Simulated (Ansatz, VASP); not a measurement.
# Two plane-wave programs on RbBr

POSCAR

```
RbBr
1.0
    4.2071828439      0.0792561917      0.0792561917
    0.0792561917      4.2071828439      0.0792561917
    0.0792561917      0.0792561917      4.2071828439
Rb Br
1 1
Direct
    0.0000000000      0.0000000000      0.0000000000
    0.5000000000      0.5000000000      0.5000000000
```

INCAR.step1

```
SYSTEM = RbBr
ALGO = Normal
EDIFF = 1E-5
ENCUT = 550
GGA = PE
GGA_COMPAT = .FALSE.
ISMEAR = 0
LASPH = .TRUE.
LCHARG = .FALSE.
LREAL = .FALSE.
LWAVE = .TRUE.
NBANDS = 15
NELM = 120
PREC = Accurate
SIGMA = 0.01
```

INCAR.step2

```
SYSTEM = RbBr
ALGO = Normal
EDIFF = 1E-6
ENCUT = 550
GGA_COMPAT = .FALSE.
ISIF = 2
ISMEAR = 0
ISTART = 1
LASPH = .TRUE.
LCHARG = .FALSE.
LMIXTAU = .TRUE.
LREAL = .FALSE.
LWAVE = .FALSE.
METAGGA = R2SCAN
NBANDS = 15
NELM = 120
PREC = Accurate
SIGMA = 0.01
```

Contents of KPOINTS:

```
k-points
0
G
  6 6 6
  0 0 0
```

Input for Ansatz:

```yaml
crystal:
  lattice:
    - [4.2071828439, 0.0792561917, 0.0792561917]
    - [0.0792561917, 4.2071828439, 0.0792561917]
    - [0.0792561917, 0.0792561917, 4.2071828439]
  atoms:
    - { symbol: Rb, position: [0.0, 0.0, 0.0] }
    - { symbol: Br, position: [0.5, 0.5, 0.5] }
kpoints:
  mp_grid: { grid: [6, 6, 6] }
  band_path:
    path:
      - [0.0, 0.0, 0.0]
      - [0.0, 0.5, 0.0]
      - [0.5, 0.5, 0.0]
      - [0.5, 0.5, 0.5]
      - [0.0, 0.5, 0.5]
    npoints: 1
hamiltonian:
  xc: r2scan
scf:
  occupations: { method: fixed }
  n_extra_bands: 4
output:
  forces: true
  stress: true
  eigenvalues: true
  write_density: true
  write_potential: true
  elf: true
  volumetric_format: npy
```

Change from the starting cell: shear_111 strain +5.8%.

Alike in both runs: task single point; functional r2SCAN; k mesh 6 × 6 × 6; no spin polarisation.

|  | VASP | Ansatz |
| --- | --- | --- |
| version | VASP 6.6.1 | Ansatz 0.2.0 |
| potentials or method | VASP PAW PBE potentials, release 64 (Rb_sv, Br) | plane waves, PAW |
| plane-wave cutoff (eV) | 550 | 500 |
| occupations | gaussian, width 0.01 eV | fixed |
| valence electrons in the cell | 16 | 16 |

|  | VASP | Ansatz | Ansatz less VASP |
| --- | --- | --- | --- |
| gap on the k mesh at the Fermi level (eV) | 4.63 | 4.63 | -0.002 |
| pressure (GPa) | -0.8 | -0.8 | +0.02 |
| traceless stress, the component that is largest in VASP (GPa) | -0.13 | -0.12 | +0.002 |

VASP's potentials were made for PBE, not for r2SCAN.
